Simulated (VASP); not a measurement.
Wanted: the native input for a VASP 6.6.1 run.

| Property | Result |
| --- | --- |
| Task | single point |
| Functional | PBE |
| Potentials or basis | VASP PAW PBE potentials, release 64 (Al, Fe, B) |
| Cutoff | 520 eV |
| k mesh | 10 × 10 × 10 |
| Occupations | gaussian, width 0.1 eV |
| Spin | collinear spin |
| Starting moments | [-0.13, 1.53, 1.53, 1.53, -0.12] μB |
| Dipole correction | no |
| Further INCAR settings | ALGO = Normal; EDIFF = 1e-06; NBANDS = 27 |

The structure of AlFe3B lies in POSCAR:

```
AlFe3B
1.0
    3.8138602683      0.0000000000      0.0000000000
    0.0000000000      3.8138602683      0.0000000000
    0.0000000000      0.0000000000      3.8138602683
Al Fe B
1 3 1
Direct
    0.5000000000      0.5000000000      0.5000000000
    0.5000000000      0.0000000000      0.0000000000
    0.0000000000      0.5000000000      0.0000000000
    0.0000000000      0.0000000000      0.5000000000
    0.0000000000      0.0000000000      0.0000000000
```

One way to write it, as run:

INCAR

```
ALGO = Normal
EDIFF = 1E-6
ENCUT = 520
GGA = PE
ISIF = 2
ISMEAR = 0
ISPIN = 2
LASPH = True
LCHARG = True
LELF = True
LMAXMIX = 4
LORBIT = 11
LREAL = False
LVHAR = True
LWAVE = False
MAGMOM = -0.13 1.53 1.53 1.53 -0.12
NBANDS = 27
NELM = 150
PREC = Accurate
SIGMA = 0.1
```

KPOINTS

```
k-points
0
Gamma
  10 10 10
```

Potentials or basis: VASP PAW PBE potentials, release 64 (Al, Fe, B).

The run is started by

```sh
$ cat potpaw_PBE.64/Al/POTCAR potpaw_PBE.64/Fe/POTCAR potpaw_PBE.64/B/POTCAR > POTCAR
$ mpirun -np 1 vasp_std > vasp.out
```

Results of the run:

```
Pressure                                              : 0.4 GPa
Net moment                                            : 4.10 μB per cell
Site moments                                          : Al -0.07; Fe +1.47; B -0.13 μB
Valence electrons inside the program's atomic spheres : Al 0.74; Fe 7.47; B 2.13
```

Wall time 2.5 min on 1 thread of AMD EPYC 7R13 Processor (Zen 3), with other jobs on the host, peak memory 0.23 GiB.
